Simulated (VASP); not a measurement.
A run of VASP 6.6.1 is set up as follows.

File POSCAR:

```
Ni
1.0
   -1.3759460641      1.3759460641      1.3759460641
    1.3759460641     -1.3759460641      1.3759460641
    1.3759460641      1.3759460641     -1.3759460641
Ni
1
Direct
    0.0000000000      0.0000000000      0.0000000000
```

File INCAR.step1:

```
ALGO = Normal
EDIFF = 1E-4
ENCUT = 520
GGA = PE
ISMEAR = 0
ISPIN = 2
LASPH = T
LCHARG = F
LMAXMIX = 4
LREAL = F
LWAVE = T
MAGMOM = 0.77
NBANDS = 15
NELM = 150
PREC = Accurate
SIGMA = 0.05
```

INCAR.step2

```
ALGO = Normal
EDIFF = 1E-6
ENCUT = 520
ISIF = 2
ISMEAR = 0
ISPIN = 2
ISTART = 1
LASPH = T
LCHARG = F
LMAXMIX = 4
LMIXTAU = T
LORBIT = 11
LREAL = F
LWAVE = F
MAGMOM = 0.77
METAGGA = R2SCAN
NBANDS = 15
NELM = 150
PREC = Accurate
SIGMA = 0.05
```

File KPOINTS:

```
k-points
0
Gamma
  20 20 20
```

Potentials or basis: VASP PAW PBE potentials, release 64 (Ni).

Launch:

```sh
$ cat potpaw_PBE.64/Ni/POTCAR > POTCAR
$ cp INCAR.step1 INCAR
$ mpirun -np 1 vasp_std > vasp.out
$ cp INCAR.step2 INCAR
$ mpirun -np 1 vasp_std > vasp.out
```

(1) What does it give for the net moment?

(2) Estimate the site moments.

(3) What does it give for the pressure?

## Answers

(1) 0.60 μB per cell.

(2) Ni +0.62 μB.

(3) 3.6 GPa.

Caveat: the cell stands under pressure; the PAW data sets were made with another functional, which shifts forces and pressure a little.
